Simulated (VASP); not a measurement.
# Zn (Pm-3m) in VASP: further runs

The runs below take Zn through single point, with revPBE.

All numbers are computed with VASP 6.6.1; they aren't measurements. Logs are shortened: lines on timing, memory, paths and dates and some standing lists are left out, and cuts for length are marked.

### Step 1. The cell of the first run

It takes space group Pm-3m (No. 221, cubic). The conventional cell has a = 2.731 Å, b = 2.731 Å, c = 2.731 Å, α = 90.00°, β = 90.00°, γ = 90.00°. Within 3.6 Å of Zn (site symmetry m-3m) lie 6 Zn at 2.73 Å.

### Step 2. Single point, revPBE (volume scaled by 1.08)

INCAR

```
PREC = Accurate
ENCUT = 520
EDIFF = 1E-6
ISMEAR = -1
SIGMA = 0.1
LREAL = F
LASPH = T
NELM = 60
ALGO = Normal
ISIF = 2
LWAVE = F
LCHARG = T
GGA = RE
LELF = T
LVHAR = T
NBANDS = 12
```

KPOINTS

```
Automatic mesh
0
Gamma
  13 13 13
```

POSCAR

```
Zn
1.0
    2.7314320952      0.0000000000      0.0000000000
    0.0000000000      2.7314320952      0.0000000000
    0.0000000000      0.0000000000      2.7314320952
Zn
1
Direct
    0.0000000000      0.0000000000      0.0000000000
```

Potentials or basis: VASP PAW PBE potentials, release 64 (Zn).

Launch:

```console
$ cat potpaw_PBE.64/Zn/POTCAR > POTCAR
$ mpirun -np 1 vasp_std > vasp.out
```

OUTCAR:

```text
PREC = Accurate
   ENCUT = 520
   EDIFF = 1E-6
   ISMEAR = -1
   LREAL = F
   LASPH = T
   NELM = 60
   ISIF = 2
   GGA = RE

 ion  position               nearest neighbor table
   1  0.000  0.000  0.000-

  LATTYP: Found a simple cubic cell.
 ALAT       =     2.7314320952

  Lattice vectors:

 A1 = (   2.7314320952,   0.0000000000,   0.0000000000)
 A2 = (   0.0000000000,   2.7314320952,   0.0000000000)
 A3 = (   0.0000000000,   0.0000000000,   2.7314320952)

Analysis of symmetry for initial positions (statically):
=====================================================================
 Subroutine PRICEL returns:
 Original cell was already a primitive cell.

 Routine SETGRP: Setting up the symmetry group for a
 simple cubic supercell.

 Subroutine GETGRP returns: Found 48 space group operations
 (whereof 48 operations were pure point group operations)
 out of a pool of 48 trial point group operations.

The static configuration has the point symmetry O_h .

Analysis of symmetry for dynamics (positions and initial velocities):
=====================================================================
 Subroutine PRICEL returns:
 Original cell was already a primitive cell.

 Routine SETGRP: Setting up the symmetry group for a
 simple cubic supercell.

 Subroutine GETGRP returns: Found 48 space group operations
 (whereof 48 operations were pure point group operations)
 out of a pool of 48 trial point group operations.

The dynamic configuration has the point symmetry O_h .

 Subroutine INISYM returns: Found 48 space group operations
 (whereof 48 operations are pure point group operations),
 and found     1 'primitive' translations

----------------------------------------------------------------------------------------

                                     Primitive cell

  volume of cell :      20.3785

  direct lattice vectors                    reciprocal lattice vectors
     2.731432095  0.000000000  0.000000000     0.366108314  0.000000000  0.000000000
     0.000000000  2.731432095  0.000000000     0.000000000  0.366108314  0.000000000
     0.000000000  0.000000000  2.731432095     0.000000000  0.000000000  0.366108314

  length of vectors
     2.731432095  2.731432095  2.731432095     0.366108314  0.366108314  0.366108314

  position of ions in fractional coordinates (direct lattice)
     0.000000000  0.000000000  0.000000000

  ion indices of the primitive-cell ions
   primitive index   ion index
                 1           1

----------------------------------------------------------------------------------------

 KPOINTS: Automatic mesh

Automatic generation of k-mesh.
 Grid dimensions read from file:
 generate k-points for:   13   13   13

 Generating k-lattice:

  Cartesian coordinates                     Fractional coordinates (reciprocal lattice)
     0.028162178  0.000000000  0.000000000     0.076923077  0.000000000  0.000000000
     0.000000000  0.028162178  0.000000000     0.000000000  0.076923077  0.000000000
     0.000000000  0.000000000  0.028162178     0.000000000  0.000000000  0.076923077

  Length of vectors
     0.028162178  0.028162178  0.028162178

  Shift w.r.t. Gamma in fractional coordinates (k-lattice)
     0.000000000  0.000000000  0.000000000

 Subroutine IBZKPT returns following result:
 ===========================================

 Found     84 irreducible k-points:

 Following reciprocal coordinates:
            Coordinates               Weight
  0.000000  0.000000  0.000000      1.000000
  0.076923  0.000000  0.000000      6.000000
  0.153846  0.000000  0.000000      6.000000
  0.230769  0.000000  0.000000      6.000000
  0.307692  0.000000  0.000000      6.000000
  0.384615  0.000000  0.000000      6.000000
[... 16 lines left out ...]
  0.307692  0.307692  0.000000     12.000000
  0.384615  0.307692  0.000000     24.000000
 [... further k-points ...]
   k-points           NKPTS =     84   k-points in BZ     NKDIM =     84   number of bands    NBANDS=     12
   number of dos      NEDOS =    301   number of ions     NIONS =      1
   total plane-waves  NPLWV =   8000
   dimension x,y,z NGX =    20 NGY =   20 NGZ =   20
   dimension x,y,z NGXF=    40 NGYF=   40 NGZF=   40
   ions per type =               1
   NGX,Y,Z   is equivalent  to a cutoff of  12.17, 12.17, 12.17 a.u.
   NGXF,Y,Z  is equivalent  to a cutoff of  24.35, 24.35, 24.35 a.u.
 SYSTEM =  unknown system
   PREC   = accura    normal or accurate (medium, high low for compatibility)
   ISTART =      0    job   : 0-new  1-cont  2-samecut
   ICHARG =      2    charge: 1-file 2-atom 10-const
   ISPIN  =      1    spin polarized calculation?
   LNONCOLLINEAR =      F non collinear calculations
   LSORBIT =      F    spin-orbit coupling
   LASPH  =      T    aspherical Exc in radial PAW
   ENCUT  =  520.0 eV  38.22 Ry    6.18 a.u.   5.08  5.08  5.08*2*pi/ulx,y,z
   NELM   =     60;   NELMIN=  2; NELMDL= -5     # of ELM steps
   EDIFF  = 0.1E-05   stopping-criterion for ELM
   LREAL  =      F    real-space projection
   EDIFFG = 0.1E-04   stopping-criterion for IOM
   NSW    =      0    number of steps for IOM
   IBRION =     -1    ionic relax: 0-MD 1-quasi-New 2-CG
   NFREE  =      0    steps in history (QN), initial steepest desc. (CG)
   ISIF   =      2    stress and relaxation
   ISYM   =      2    0-nonsym 1-usesym 2-fastsym
   POTIM  = 0.5000    time-step for ionic-motion
   TEBEG  =    0.0;   TEEND  =   0.0 temperature during run
   PSTRESS=    0.0 pullay stress
   NELECT =      12.0000    total number of electrons
   NUPDOWN=      -1.0000    fix difference up-down
   EMIN   =  10.00;   EMAX   =-10.00  energy-range for DOS
   EFERMI =   0.00;   METHOD = LEGACY
   ISMEAR =    -1;   SIGMA  =   0.10  broadening in eV -4-tet -1-fermi 0-gaus
   EFERMI_NEDOS =   21; number of points for ismear=-14 and -15
   IALGO  =     38    algorithm
   IMIX   =      4    mixing-type and parameters
     AMIX     =   0.40;   BMIX     =  1.00
     AMIX_MAG =   1.60;   BMIX_MAG =  1.00
  volume/ion in A,a.u.               =      20.38       137.52
  Fermi-wavevector in a.u.,A,eV,Ry     =   1.372181  2.593047 25.618159  1.882882
  Thomas-Fermi vector in A             =   2.497811
   LORBIT       =      0    0 simple, 1 ext, 2 COOP (PROOUT), +10 PAW based schemes
   GGA     = RE    functional components
   LHFCALC =     F    Hartree Fock is set to
   AEXX    =    0.0000 exact exchange contribution
   IVDW    =     0    specifies the selected vdW correction
   LEPSILON=     F    determine dielectric tensor
   LRPA    =     F    only Hartree local field effects (RPA)
 non-spin polarized calculation
  energy-cutoff  :      520.00
  volume of cell :       20.38
 maximum number of plane-waves:       556
   NGX = 11   NGY = 11   NGZ = 11

 number of electron      11.9999981 magnetization

 Free energy of the ion-electron system (eV)
  ---------------------------------------------------
  ext. energy  EPLUGINS =         0.00000000
  ---------------------------------------------------
  free energy    TOTEN  =        -0.59506611 eV

  energy without entropy =       -0.58420912  energy(sigma->0) =       -0.58963762

 E-fermi :   1.3104     XC(G=0):  -9.9290

 val. band max:        1.2633675158   @ k =   0.4615   0.3077   0.3077
 cond. band min:       1.3986533791   @ k =   0.3846   0.0000   0.0000
 fundamental gap:      0.1352858633
 Fermi energy:         1.3104242840

 k-point     1 :       0.0000    0.0000    0.0000
  band No.  band energies     occupation
      1      -6.9676      2.00000
      2      -6.3110      2.00000
      3      -6.3110      2.00000
      4      -5.3860      2.00000
      5      -5.3860      2.00000
      6      -5.3860      2.00000
      7      12.6135      0.00000
      8      12.6135      0.00000
      9      12.6135      0.00000
     10      15.4112      0.00000
     11      15.4112      0.00000
     12      17.6028      0.00000

 k-point     2 :       0.0769    0.0000    0.0000
  band No.  band energies     occupation
      1      -6.8488      2.00000
      2      -6.3055      2.00000
      3      -6.2792      2.00000
      4      -5.4018      2.00000
      5      -5.4018      2.00000
      6      -5.3847      2.00000
      7      10.8617      0.00000
      8      12.7501      0.00000
      9      12.7501      0.00000
     10      15.5051      0.00000
     11      16.5091      0.00000
     12      18.5347      0.00000

 k-point     3 :       0.1538    0.0000    0.0000
  band No.  band energies     occupation
      1      -6.5457      2.00000
      2      -6.2902      2.00000
      3      -6.1352      2.00000
      4      -5.4452      2.00000
      5      -5.4452      2.00000
      6      -5.3810      2.00000
      7       8.2918      0.00000
      8      13.1531      0.00000
      9      13.1531      0.00000
     10      15.7885      0.00000
     11      17.0943      0.00000
     12      21.3345      0.00000
[... 286 lines left out ...]
 k-point    23 :       0.3077    0.3077    0.0000
  band No.  band energies     occupation
      1      -6.1414      2.00000
      2      -5.9581      2.00000
      3      -5.6315      2.00000
      4      -5.5494      2.00000
      5      -5.5357      2.00000
      6      -2.8989      2.00000
      7       4.6501      0.00000
      8       6.2221      0.00000
      9      13.6864      0.00000
     10      16.7166      0.00000
     11      19.2593      0.00000
     12      24.9613      0.00000

 k-point    24 :       0.3846    0.3077    0.0000
  band No.  band energies     occupation
      1      -6.1146      2.00000
      2      -6.0362      2.00000
      3      -5.5917      2.00000
      4      -5.5345      2.00000
      5      -5.5164      2.00000
      6      -1.8034      2.00000
      7       3.1271      0.00000
      8       6.6573      0.00000
      9      11.8206      0.00000
     10      17.7106      0.00000
     11      20.1124      0.00000
     12      23.9200      0.00000

 [... further k-points ...]
[... 5 lines left out ...]
  --------------------------------------------------------------------------------------
  -------------------------------------------------------------------------------------
  Total       -0.3147636     -0.3147636     -0.3147636      0.0000000     -0.0000000      0.0000000
  in kB      -24.7470753    -24.7470753    -24.7470753      0.0000000     -0.0000000      0.0000000
  external PRESSURE =     -24.7470753 kB  Pullay stress =       0.0000000 kB

 VOLUME and BASIS-vectors are now :
 -----------------------------------------------------------------------------
  energy-cutoff  :      520.00
  volume of cell :       20.38
      direct lattice vectors                 reciprocal lattice vectors
     2.731432095  0.000000000  0.000000000     0.366108314  0.000000000  0.000000000
     0.000000000  2.731432095  0.000000000     0.000000000  0.366108314  0.000000000
     0.000000000  0.000000000  2.731432095     0.000000000  0.000000000  0.366108314

 POSITION                                       TOTAL-FORCE (eV/Angst)
 -----------------------------------------------------------------------------------
      0.00000      0.00000      0.00000         0.000000      0.000000      0.000000
 -----------------------------------------------------------------------------------
    total drift:                                0.000000      0.000000      0.000000

  FREE ENERGIE OF THE ION-ELECTRON SYSTEM (eV)
  ---------------------------------------------------
  free  energy   TOTEN  =        -0.5950661143 eV

  energy  without entropy=       -0.5842091249  energy(sigma->0) =       -0.58963762
```

It took 12 s on 1 thread of Intel Xeon Platinum 8259CL at 2.50GHz (Skylake/Cascade Lake), shared host; peak memory 0.13 GiB.

What came out:

* Free energy: -0.5951 eV
* Pressure: -2.5 GPa
* Band gap on the k mesh: zero (band 6 reaches 5.49 eV, above the bottom of band 7 at -0.45 eV)

Caveat: the cell differs from its parent crystal (volume scaled by 1.08); the PAW data sets were made with another functional, which shifts forces and pressure a little.

### Step 3. Single point, revPBE (volume scaled by 1.12)

INCAR

```
ALGO = Normal
EDIFF = 1E-6
ENCUT = 520
GGA = RE
ISIF = 2
ISMEAR = -1
LASPH = True
LCHARG = False
LREAL = False
LWAVE = False
NBANDS = 12
NELM = 80
PREC = Accurate
SIGMA = 0.1
```

KPOINTS

```
k-points
0
Gamma
  13 13 13
```

POSCAR

```
Zn
1.0
    2.7647455259      0.0000000000      0.0000000000
    0.0000000000      2.7647455259      0.0000000000
    0.0000000000      0.0000000000      2.7647455259
Zn
1
Direct
    0.0000000000      0.0000000000      0.0000000000
```

Potentials or basis: VASP PAW PBE potentials, release 64 (Zn).

Launch:

```console
$ cat potpaw_PBE.64/Zn/POTCAR > POTCAR
$ mpirun -np 1 vasp_std > vasp.out
```

Wall time 14 s (1 thread of Intel Xeon Platinum 8259CL at 2.50GHz (Skylake/Cascade Lake), shared host); peak memory 0.15 GiB.

Results (log left out):

```
Free energy            : -0.5814 eV
Pressure               : -3.3 GPa
Band gap on the k mesh : zero (band 6 reaches 5.19 eV, above the bottom of band 7 at -0.56 eV)
```

Levels at points of the mesh, in eV from the Fermi level:
```csv
k point,band 4,band 5,band 6,band 7,band 8,band 9
"(0.00, 0.00, 0.00)",-6.67,-6.67,-6.67,11.03,11.03,11.03
```

Caveat: the cell differs from its parent crystal (volume scaled by 1.12); the PAW data sets were made with another functional, which shifts forces and pressure a little.

### Step 4. Single point, revPBE

This run uses another cell than the first one, of 18.87 Å³/atom, 0.926 times its volume.

Changes to INCAR since step 3:

```diff
@@ -11,3 +11,3 @@
 NBANDS = 12
-NELM = 80
+NELM = 100
 PREC = Accurate
```

KPOINTS

```
k-points
0
Gamma
  19 19 19
```

POSCAR

```
Zn
1.0
    2.6622519657      0.0000000000      0.0000000000
    0.0000000000      2.6622519657      0.0000000000
    0.0000000000      0.0000000000      2.6622519657
Zn
1
Direct
    0.0000000000      0.0000000000      0.0000000000
```

Potentials or basis: VASP PAW PBE potentials, release 64 (Zn).

Launch:

```console
$ cat potpaw_PBE.64/Zn/POTCAR > POTCAR
$ mpirun -np 1 vasp_std > vasp.out
```

OUTCAR:

```text
EDIFF = 1E-6
   ENCUT = 520
   GGA = RE
   ISIF = 2
   ISMEAR = -1
   LASPH = True
   LREAL = False
   NELM = 100
   PREC = Accurate

 ion  position               nearest neighbor table
   1  0.000  0.000  0.000-

  LATTYP: Found a simple cubic cell.
 ALAT       =     2.6622519657

  Lattice vectors:

 A1 = (   2.6622519657,   0.0000000000,   0.0000000000)
 A2 = (   0.0000000000,   2.6622519657,   0.0000000000)
 A3 = (   0.0000000000,   0.0000000000,   2.6622519657)

Analysis of symmetry for initial positions (statically):
[... 530 lines left out ...]
      6      -4.2826      2.00000
      7       4.0020      0.00000
      8      12.9810      0.00000
      9      16.2032      0.00000
     10      18.8936      0.00000
     11      20.5167      0.00000
     12      23.1083      0.00000

 [... further k-points ...]
[... 5 lines left out ...]
  --------------------------------------------------------------------------------------
  -------------------------------------------------------------------------------------
  Total        0.0227503      0.0227503      0.0227503      0.0000000     -0.0000000      0.0000000
  in kB        1.9317477      1.9317477      1.9317477      0.0000000     -0.0000000      0.0000000
  external PRESSURE =       1.9317477 kB  Pullay stress =       0.0000000 kB

 VOLUME and BASIS-vectors are now :
 -----------------------------------------------------------------------------
  energy-cutoff  :      520.00
  volume of cell :       18.87
      direct lattice vectors                 reciprocal lattice vectors
     2.662251966  0.000000000  0.000000000     0.375621847  0.000000000  0.000000000
     0.000000000  2.662251966  0.000000000     0.000000000  0.375621847  0.000000000
     0.000000000  0.000000000  2.662251966     0.000000000  0.000000000  0.375621847

 POSITION                                       TOTAL-FORCE (eV/Angst)
 -----------------------------------------------------------------------------------
      0.00000      0.00000      0.00000         0.000000      0.000000      0.000000
 -----------------------------------------------------------------------------------
    total drift:                               -0.000000      0.000000      0.000000

  FREE ENERGIE OF THE ION-ELECTRON SYSTEM (eV)
  ---------------------------------------------------
  free  energy   TOTEN  =        -0.6049508649 eV

  energy  without entropy=       -0.5932952625  energy(sigma->0) =       -0.59912306
```

OSZICAR:

```text
N       E                     dE             d eps       ncg     rms          rms(c)
DAV:   1     0.438769934883E+02    0.43877E+02   -0.64574E+03  5356   0.147E+03
DAV:   2     0.803963234048E+00   -0.43073E+02   -0.40723E+02  5432   0.211E+02
DAV:   3    -0.655982100628E+00   -0.14599E+01   -0.14577E+01  6232   0.387E+01
DAV:   4    -0.660550324472E+00   -0.45682E-02   -0.45680E-02  5668   0.219E+00
DAV:   5    -0.660555212837E+00   -0.48884E-05   -0.48884E-05  6120   0.685E-02    0.183E+00
DAV:   6    -0.608408706928E+00    0.52147E-01   -0.26684E-01  6224   0.999E+00    0.146E+00
DAV:   7    -0.606029816827E+00    0.23789E-02   -0.57090E-03  5572   0.128E+00    0.727E-01
DAV:   8    -0.604931160369E+00    0.10987E-02   -0.13050E-03  5872   0.428E-01    0.325E-02
DAV:   9    -0.604948805585E+00   -0.17645E-04   -0.61016E-05  5852   0.775E-02    0.170E-02
DAV:  10    -0.604951024795E+00   -0.22192E-05   -0.27161E-06  5820   0.190E-02    0.146E-03
DAV:  11    -0.604950864939E+00    0.15986E-06   -0.69084E-08  2996   0.426E-03
   1 F= -.60495086E+00 E0= -.59912306E+00  d E =-.116556E-01
```

Wall time 23 s (1 thread of Intel Xeon Platinum 8259CL at 2.50GHz (Skylake/Cascade Lake), shared host); peak memory 0.16 GiB.

Results:

- Free energy: -0.6050 eV
- Pressure: 0.2 GPa
- Band gap on the k mesh: zero (band 6 reaches 6.61 eV, above the bottom of band 7 at -0.46 eV)

Caveat: the PAW data sets were made with another functional, which shifts forces and pressure a little.

### Step 5. The runs side by side

```tsv
cell	k mesh	gap on the mesh (eV)	pressure (GPa)
a = 2.731 Å, 1 atom	13 × 13 × 13	none	-2.5
a = 2.765 Å, 1 atom	13 × 13 × 13	none	-3.3
a = 2.662 Å, 1 atom	19 × 19 × 19	none	0.2
```

Alike in all rows: task single point; level revPBE; potentials or basis VASP PAW PBE potentials, release 64 (Zn); no spin polarisation; cutoff (eV) 520; smearing fermi-dirac 0.1 eV.

Caveats: the PAW data sets were made with another functional, which shifts forces and pressure a little.

Absolute energies hang on the potentials; compare differences alone.
